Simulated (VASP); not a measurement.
# C (I4_132) in VASP: a series of runs

C is run at these levels: PBE; tasks: single point, relaxation of cell and atoms.

Everything below comes from runs of VASP 6.6.1. Logs are shortened: lines on timing, memory, paths and dates and some standing lists are left out, and cuts for length are marked.

### Step 1. The cell of the first run

Symmetry: I4_132, No. 214, cubic system. The conventional cell has a = 4.123 Å, b = 4.123 Å, c = 4.123 Å, α = 90.00°, β = 90.00°, γ = 90.00°. C (site symmetry 32) has 3 C at 1.46 Å within 1.9 Å.

### Step 2. Single point, PBE

INCAR

```
SYSTEM = C
ALGO = Normal
EDIFF = 1E-7
ENCUT = 520
GGA = PE
ISIF = 2
ISMEAR = 0
LASPH = .TRUE.
LCHARG = .FALSE.
LREAL = .FALSE.
LWAVE = .FALSE.
NBANDS = 16
NELM = 80
PREC = Accurate
SIGMA = 0.1
```

KPOINTS

```
k-points
0
G
  6 6 6
  0 0 0
```

POSCAR

```
C
1.0
   -2.0615612112      2.0615612112      2.0615612112
    2.0615612112     -2.0615612112      2.0615612112
    2.0615612112      2.0615612112     -2.0615612112
C
4
Direct
    0.7499979433      0.7499979433      0.7499979433
    0.5000000000      0.0000000000      0.7500020567
    0.0000000000      0.7500020567      0.5000000000
    0.7500020567      0.5000000000      0.0000000000
```

Potentials or basis: VASP PAW PBE potentials, release 64 (C).

The run is started by

```console
cat potpaw_PBE.64/C/POTCAR > POTCAR
mpirun -np 1 vasp_std > vasp.out
```

OUTCAR:

```text
SYSTEM = C
   EDIFF = 1E-7
   ENCUT = 520
   GGA = PE
   ISIF = 2
   ISMEAR = 0
   LASPH = .TRUE.
   LREAL = .FALSE.
   NELM = 80
   PREC = Accurate

 ion  position               nearest neighbor table
   1  0.750  0.750  0.750-   2 1.46   3 1.46   4 1.46
   2  0.500  0.000  0.750-   1 1.46   3 1.46   4 1.46
   3  0.000  0.750  0.500-   1 1.46   2 1.46   4 1.46
   4  0.750  0.500  0.000-   1 1.46   3 1.46   2 1.46

  LATTYP: Found a body centered cubic cell.
 ALAT       =     4.1231224224

  Lattice vectors:

 A1 = (  -2.0615612112,   2.0615612112,   2.0615612112)
 A2 = (   2.0615612112,  -2.0615612112,   2.0615612112)
 A3 = (   2.0615612112,   2.0615612112,  -2.0615612112)

Analysis of symmetry for initial positions (statically):
=====================================================================
 Subroutine PRICEL returns:
 Original cell was already a primitive cell.

 Routine SETGRP: Setting up the symmetry group for a
 body centered cubic supercell.

 Subroutine GETGRP returns: Found 24 space group operations
 (whereof  3 operations were pure point group operations)
 out of a pool of 48 trial point group operations.

The static configuration has the point symmetry C_3 .
 The point group associated with its full space group is O   .

Analysis of symmetry for dynamics (positions and initial velocities):
=====================================================================
 Subroutine PRICEL returns:
 Original cell was already a primitive cell.

 Routine SETGRP: Setting up the symmetry group for a
 body centered cubic supercell.

 Subroutine GETGRP returns: Found 24 space group operations
 (whereof  3 operations were pure point group operations)
 out of a pool of 48 trial point group operations.

The dynamic configuration has the point symmetry C_3 .
 The point group associated with its full space group is O   .

 Subroutine INISYM returns: Found 24 space group operations
 (whereof  3 operations are pure point group operations),
 and found     1 'primitive' translations

----------------------------------------------------------------------------------------

                                     Primitive cell

  volume of cell :      35.0468

  direct lattice vectors                    reciprocal lattice vectors
    -2.061561211  2.061561211  2.061561211     0.000000000  0.242534637  0.242534637
     2.061561211 -2.061561211  2.061561211     0.242534637  0.000000000  0.242534637
     2.061561211  2.061561211 -2.061561211     0.242534637  0.242534637  0.000000000

  length of vectors
     3.570728761  3.570728761  3.570728761     0.342995773  0.342995773  0.342995773

  position of ions in fractional coordinates (direct lattice)
     0.749997943  0.749997943  0.749997943
     0.500000000  0.000000000  0.750002057
     0.000000000  0.750002057  0.500000000
     0.750002057  0.500000000  0.000000000

  ion indices of the primitive-cell ions
   primitive index   ion index
                 1           1
                 2           2
                 3           3
                 4           4

----------------------------------------------------------------------------------------

 KPOINTS: k-points

Automatic generation of k-mesh.
 Grid dimensions read from file:
 generate k-points for:    6    6    6

 Generating k-lattice:

  Cartesian coordinates                     Fractional coordinates (reciprocal lattice)
     0.000000000  0.040422439  0.040422439     0.166666667  0.000000000  0.000000000
     0.040422439  0.000000000  0.040422439     0.000000000  0.166666667  0.000000000
     0.040422439  0.040422439  0.000000000     0.000000000  0.000000000  0.166666667

  Length of vectors
     0.057165962  0.057165962  0.057165962

  Shift w.r.t. Gamma in fractional coordinates (k-lattice)
     0.000000000  0.000000000  0.000000000

 Subroutine IBZKPT returns following result:
 ===========================================

 Found     16 irreducible k-points:

 Following reciprocal coordinates:
            Coordinates               Weight
  0.000000  0.000000  0.000000      1.000000
  0.166667  0.000000  0.000000     12.000000
  0.333333  0.000000  0.000000     12.000000
  0.500000  0.000000  0.000000      6.000000
  0.166667  0.166667  0.000000     24.000000
  0.333333  0.166667 -0.000000     48.000000
[... 8 lines left out ...]
  0.500000  0.500000  0.333333     12.000000
  0.500000  0.500000  0.500000      1.000000
   k-points           NKPTS =     16   k-points in BZ     NKDIM =     16   number of bands    NBANDS=     16
   number of dos      NEDOS =    301   number of ions     NIONS =      4
   total plane-waves  NPLWV =  21952
   dimension x,y,z NGX =    28 NGY =   28 NGZ =   28
   dimension x,y,z NGXF=    56 NGYF=   56 NGZF=   56
   ions per type =               4
   NGX,Y,Z   is equivalent  to a cutoff of  13.04, 13.04, 13.04 a.u.
   NGXF,Y,Z  is equivalent  to a cutoff of  26.07, 26.07, 26.07 a.u.
 SYSTEM =  C
   PREC   = accura    normal or accurate (medium, high low for compatibility)
   ISTART =      0    job   : 0-new  1-cont  2-samecut
   ICHARG =      2    charge: 1-file 2-atom 10-const
   ISPIN  =      1    spin polarized calculation?
   LNONCOLLINEAR =      F non collinear calculations
   LSORBIT =      F    spin-orbit coupling
   LASPH  =      T    aspherical Exc in radial PAW
   ENCUT  =  520.0 eV  38.22 Ry    6.18 a.u.   6.64  6.64  6.64*2*pi/ulx,y,z
   NELM   =     80;   NELMIN=  2; NELMDL= -5     # of ELM steps
   EDIFF  = 0.1E-06   stopping-criterion for ELM
   LREAL  =      F    real-space projection
   EDIFFG = 0.1E-05   stopping-criterion for IOM
   NSW    =      0    number of steps for IOM
   IBRION =     -1    ionic relax: 0-MD 1-quasi-New 2-CG
   NFREE  =      0    steps in history (QN), initial steepest desc. (CG)
   ISIF   =      2    stress and relaxation
   ISYM   =      2    0-nonsym 1-usesym 2-fastsym
   POTIM  = 0.5000    time-step for ionic-motion
   TEBEG  =    0.0;   TEEND  =   0.0 temperature during run
   PSTRESS=    0.0 pullay stress
   NELECT =      16.0000    total number of electrons
   NUPDOWN=      -1.0000    fix difference up-down
   EMIN   =  10.00;   EMAX   =-10.00  energy-range for DOS
   EFERMI =   0.00;   METHOD = LEGACY
   ISMEAR =     0;   SIGMA  =   0.10  broadening in eV -4-tet -1-fermi 0-gaus
   EFERMI_NEDOS =   21; number of points for ismear=-14 and -15
   IALGO  =     38    algorithm
   IMIX   =      4    mixing-type and parameters
     AMIX     =   0.40;   BMIX     =  1.00
     AMIX_MAG =   1.60;   BMIX_MAG =  1.00
  volume/ion in A,a.u.               =       8.76        59.13
  Fermi-wavevector in a.u.,A,eV,Ry     =   1.260565  2.382123 21.619987  1.589024
  Thomas-Fermi vector in A             =   2.394068
   LORBIT       =      0    0 simple, 1 ext, 2 COOP (PROOUT), +10 PAW based schemes
   GGA     = PE    functional components
   LHFCALC =     F    Hartree Fock is set to
   AEXX    =    0.0000 exact exchange contribution
   IVDW    =     0    specifies the selected vdW correction
   LEPSILON=     F    determine dielectric tensor
   LRPA    =     F    only Hartree local field effects (RPA)
 non-spin polarized calculation
 Gauss-broadening in eV      SIGMA  =   0.10
  energy-cutoff  :      520.00
  volume of cell :       35.05
 maximum number of plane-waves:       962
 NGX is ok and might be reduce to    28
   NGX = 13   NGY = 13   NGZ = 13

 number of electron      16.0000002 magnetization

 Free energy of the ion-electron system (eV)
  ---------------------------------------------------
  ext. energy  EPLUGINS =         0.00000000
  ---------------------------------------------------
  free energy    TOTEN  =       -31.68807417 eV

  energy without entropy =      -31.67525051  energy(sigma->0) =      -31.68166234

 E-fermi :   4.4288     XC(G=0): -10.5886

 val. band max:        4.3759410080   @ k =   0.3333   0.0000   0.0000
 cond. band min:       4.4815992459   @ k =  -0.3333   0.3333   0.3333
 fundamental gap:      0.1056582379
 Fermi energy:         4.4287941796

 k-point     1 :       0.0000    0.0000    0.0000
  band No.  band energies     occupation
      1     -14.2751      2.00000
      2      -5.2213      2.00000
      3      -5.2213      2.00000
      4      -5.2213      2.00000
      5      -2.5317      2.00000
      6      -2.5317      2.00000
[... 8 lines left out ...]
     15      22.4561      0.00000
     16      22.4562      0.00000

 k-point     2 :       0.1667    0.0000    0.0000
  band No.  band energies     occupation
      1     -13.9818      2.00000
      2      -7.1823      2.00000
      3      -5.5403      2.00000
      4      -4.0095      2.00000
      5      -2.6477      2.00000
      6      -2.2129      2.00000
[... 8 lines left out ...]
     15      19.6191      0.00000
     16      19.7119      0.00000

 k-point     3 :       0.3333    0.0000    0.0000
  band No.  band energies     occupation
      1     -13.1721      2.00000
      2      -9.1712      2.00000
      3      -6.0597      2.00000
      4      -3.6783      2.00000
      5      -2.8911      2.00000
      6      -1.9123      2.00000
[... 8 lines left out ...]
     15      17.4163      0.00000
     16      18.9528      0.00000

 k-point     4 :       0.5000    0.0000    0.0000
  band No.  band energies     occupation
      1     -12.4419      2.00000
      2     -10.3194      2.00000
      3      -6.2804      2.00000
      4      -3.6213      2.00000
      5      -3.0103      2.00000
      6      -1.9204      2.00000
[... 8 lines left out ...]
     15      18.2376      0.00000
     16      18.9075      0.00000
[... 172 lines left out ...]
 k-point    14 :      -0.3333    0.3333    0.3333
  band No.  band energies     occupation
      1     -12.1258      2.00000
      2      -9.5037      2.00000
      3      -8.2527      2.00000
      4      -3.7379      2.00000
      5      -3.0384      2.00000
      6      -1.7302      2.00000
[... 8 lines left out ...]
     15      16.9031      0.00000
     16      18.0078      0.00000

 k-point    15 :       0.5000    0.5000    0.3333
  band No.  band energies     occupation
      1     -11.3659      2.00000
      2     -10.1784      2.00000
      3      -8.6544      2.00000
      4      -3.7323      2.00000
      5      -3.0412      2.00000
      6      -2.0670      2.00000
[... 8 lines left out ...]
     15      18.0175      0.00000
     16      18.0465      0.00000

 k-point    16 :       0.5000    0.5000    0.5000
  band No.  band energies     occupation
      1     -10.1421      2.00000
      2     -10.1420      2.00000
      3     -10.1420      2.00000
      4      -3.1150      2.00000
      5      -3.1150      2.00000
      6      -3.1150      2.00000
[... 8 lines left out ...]
     15      19.3113      0.00000
     16      19.3114      0.00000

------------------------ aborting loop because EDIFF is reached ----------------------------------------

  FORCE on cell =-STRESS in cart. coord.  units (eV):
  Direction    XX          YY          ZZ          XY          YZ          ZX
  --------------------------------------------------------------------------------------
  -------------------------------------------------------------------------------------
  Total        0.0794009      0.0794009      0.0794009     -0.0000000     -0.0000000      0.0000000
  in kB        3.6298365      3.6298365      3.6298365     -0.0000000     -0.0000000      0.0000000
  external PRESSURE =       3.6298365 kB  Pullay stress =       0.0000000 kB

 VOLUME and BASIS-vectors are now :
 -----------------------------------------------------------------------------
  energy-cutoff  :      520.00
  volume of cell :       35.05
      direct lattice vectors                 reciprocal lattice vectors
    -2.061561211  2.061561211  2.061561211     0.000000000  0.242534637  0.242534637
     2.061561211 -2.061561211  2.061561211     0.242534637  0.000000000  0.242534637
     2.061561211  2.061561211 -2.061561211     0.242534637  0.242534637  0.000000000

 POSITION                                       TOTAL-FORCE (eV/Angst)
 -----------------------------------------------------------------------------------
      1.54617      1.54617      1.54617        -0.000000      0.000000     -0.000000
      0.51539      2.57696     -0.51539        -0.000000      0.000000      0.000000
      2.57696     -0.51539      0.51539         0.000000      0.000000     -0.000000
     -0.51539      0.51539      2.57696         0.000000     -0.000000      0.000000
 -----------------------------------------------------------------------------------
    total drift:                               -0.004659     -0.004659     -0.003685

  FREE ENERGIE OF THE ION-ELECTRON SYSTEM (eV)
  ---------------------------------------------------
  free  energy   TOTEN  =       -31.6880741667 eV

  energy  without entropy=      -31.6752505060  energy(sigma->0) =      -31.68166234
```

Run time: 5.7 s. Hardware: 1 thread of Intel Xeon 6975P-C (Granite Rapids), shared host; peak memory 0.14 GiB.

What came out:

```yaml
Free_energy: -31.6881 eV
Pressure: 0.4 GPa
Band_gap_on_the_k_mesh: zero (band 8 reaches 6.07 eV, above the bottom of band 9 at 2.11 eV)
```

### Step 3. Single point, PBE

INCAR

```
ALGO = Normal
EDIFF = 1E-6
ENCUT = 520
GGA = PE
ISIF = 2
ISMEAR = 0
LASPH = T
LCHARG = F
LREAL = F
LWAVE = F
NBANDS = 16
NELM = 100
PREC = Accurate
SIGMA = 0.1
```

KPOINTS

```
k-points
0
Gamma
  16 16 16
```

POSCAR

```
C
1.0
   -2.0615612112      2.0615612112      2.0615612112
    2.0615612112     -2.0615612112      2.0615612112
    2.0615612112      2.0615612112     -2.0615612112
C
4
Direct
    0.7500000000      0.7500000000      0.7500000000
    0.5000000000      0.0000000000      0.7500000000
    0.0000000000      0.7500000000      0.5000000000
    0.7500000000      0.5000000000      0.0000000000
```

Potentials or basis: VASP PAW PBE potentials, release 64 (C).

The run is started by

```console
cat potpaw_PBE.64/C/POTCAR > POTCAR
mpirun -np 1 vasp_std > vasp.out
```

OUTCAR:

```text
EDIFF = 1E-6
   ENCUT = 520
   GGA = PE
   ISIF = 2
   ISMEAR = 0
   LASPH = T
   LREAL = F
   NELM = 100
   PREC = Accurate

 ion  position               nearest neighbor table
   1  0.750  0.750  0.750-   2 1.46   3 1.46   4 1.46
   2  0.500  0.000  0.750-   1 1.46   4 1.46   3 1.46
   3  0.000  0.750  0.500-   1 1.46   2 1.46   4 1.46
   4  0.750  0.500  0.000-   1 1.46   3 1.46   2 1.46

  LATTYP: Found a body centered cubic cell.
 ALAT       =     4.1231224224

  Lattice vectors:

 A1 = (  -2.0615612112,   2.0615612112,   2.0615612112)
 A2 = (   2.0615612112,  -2.0615612112,   2.0615612112)
 A3 = (   2.0615612112,   2.0615612112,  -2.0615612112)

Analysis of symmetry for initial positions (statically):
=====================================================================
 Subroutine PRICEL returns:
 Original cell was already a primitive cell.

 Routine SETGRP: Setting up the symmetry group for a
 body centered cubic supercell.

 Subroutine GETGRP returns: Found 24 space group operations
 (whereof  3 operations were pure point group operations)
 out of a pool of 48 trial point group operations.

The static configuration has the point symmetry C_3 .
 The point group associated with its full space group is O   .

Analysis of symmetry for dynamics (positions and initial velocities):
=====================================================================
 Subroutine PRICEL returns:
 Original cell was already a primitive cell.

 Routine SETGRP: Setting up the symmetry group for a
 body centered cubic supercell.

 Subroutine GETGRP returns: Found 24 space group operations
 (whereof  3 operations were pure point group operations)
 out of a pool of 48 trial point group operations.

The dynamic configuration has the point symmetry C_3 .
 The point group associated with its full space group is O   .
[... 115 lines left out ...]
   NUPDOWN=      -1.0000    fix difference up-down
   EMIN   =  10.00;   EMAX   =-10.00  energy-range for DOS
   EFERMI =   0.00;   METHOD = LEGACY
   ISMEAR =     0;   SIGMA  =   0.10  broadening in eV -4-tet -1-fermi 0-gaus
   EFERMI_NEDOS =   21; number of points for ismear=-14 and -15
   IALGO  =     38    algorithm
   IMIX   =      4    mixing-type and parameters
     AMIX     =   0.40;   BMIX     =  1.00
     AMIX_MAG =   1.60;   BMIX_MAG =  1.00
  volume/ion in A,a.u.               =       8.76        59.13
  Fermi-wavevector in a.u.,A,eV,Ry     =   1.260565  2.382123 21.619987  1.589024
  Thomas-Fermi vector in A             =   2.394068
   LORBIT       =      0    0 simple, 1 ext, 2 COOP (PROOUT), +10 PAW based schemes
   GGA     = PE    functional components
   LHFCALC =     F    Hartree Fock is set to
   AEXX    =    0.0000 exact exchange contribution
   IVDW    =     0    specifies the selected vdW correction
   LEPSILON=     F    determine dielectric tensor
   LRPA    =     F    only Hartree local field effects (RPA)
 non-spin polarized calculation
 Gauss-broadening in eV      SIGMA  =   0.10
  energy-cutoff  :      520.00
  volume of cell :       35.05
 maximum number of plane-waves:       962
   NGX = 13   NGY = 13   NGZ = 13

 number of electron      16.0000002 magnetization

 Free energy of the ion-electron system (eV)
  ---------------------------------------------------
  ext. energy  EPLUGINS =         0.00000000
  ---------------------------------------------------
  free energy    TOTEN  =       -31.70101038 eV

  energy without entropy =      -31.68839001  energy(sigma->0) =      -31.69470019

 E-fermi :   4.4801     XC(G=0): -10.5997

 val. band max:        4.4757521135   @ k =  -0.3125   0.3750   0.1875
 cond. band min:       4.4827884927   @ k =   0.2500   0.1875   0.1250
 fundamental gap:      0.0070363792
 Fermi energy:         4.4801439381

 k-point     1 :       0.0000    0.0000    0.0000
  band No.  band energies     occupation
      1     -14.2845      2.00000
      2      -5.2318      2.00000
      3      -5.2318      2.00000
      4      -5.2318      2.00000
      5      -2.5419      2.00000
      6      -2.5419      2.00000
[... 433 lines left out ...]
      3      -6.4390      2.00000
      4      -4.1107      2.00000
      5      -2.6078      2.00000
      6      -1.4254      2.00000
[... 8 lines left out ...]
     15      17.5714      0.00000
     16      19.4815      0.00000

 [... further k-points ...]
[... 5 lines left out ...]
  --------------------------------------------------------------------------------------
  -------------------------------------------------------------------------------------
  Total        0.0686948      0.0686948      0.0686948      0.0000000      0.0000000      0.0000000
  in kB        3.1404073      3.1404073      3.1404073      0.0000000      0.0000000      0.0000000
  external PRESSURE =       3.1404073 kB  Pullay stress =       0.0000000 kB

 VOLUME and BASIS-vectors are now :
 -----------------------------------------------------------------------------
  energy-cutoff  :      520.00
  volume of cell :       35.05
      direct lattice vectors                 reciprocal lattice vectors
    -2.061561211  2.061561211  2.061561211     0.000000000  0.242534637  0.242534637
     2.061561211 -2.061561211  2.061561211     0.242534637  0.000000000  0.242534637
     2.061561211  2.061561211 -2.061561211     0.242534637  0.242534637  0.000000000

 POSITION                                       TOTAL-FORCE (eV/Angst)
 -----------------------------------------------------------------------------------
      1.54617      1.54617      1.54617         0.000000     -0.000000      0.000000
      0.51539      2.57695     -0.51539         0.000000     -0.000000     -0.000000
      2.57695     -0.51539      0.51539        -0.000000      0.000000      0.000000
     -0.51539      0.51539      2.57695        -0.000000      0.000000     -0.000000
 -----------------------------------------------------------------------------------
    total drift:                               -0.000000      0.000000      0.000000

  FREE ENERGIE OF THE ION-ELECTRON SYSTEM (eV)
  ---------------------------------------------------
  free  energy   TOTEN  =       -31.7010103759 eV

  energy  without entropy=      -31.6883900063  energy(sigma->0) =      -31.69470019
```

It took 31 s on 1 thread of Intel Xeon 6975P-C (Granite Rapids), shared host; peak memory 0.18 GiB.

Results:

| Property | Result |
| --- | --- |
| Free energy | -31.7010 eV |
| Pressure | 0.3 GPa |
| Band gap on the k mesh | zero (band 8 reaches 6.06 eV, above the bottom of band 9 at 2.10 eV) |

[end of part 1 of 2]
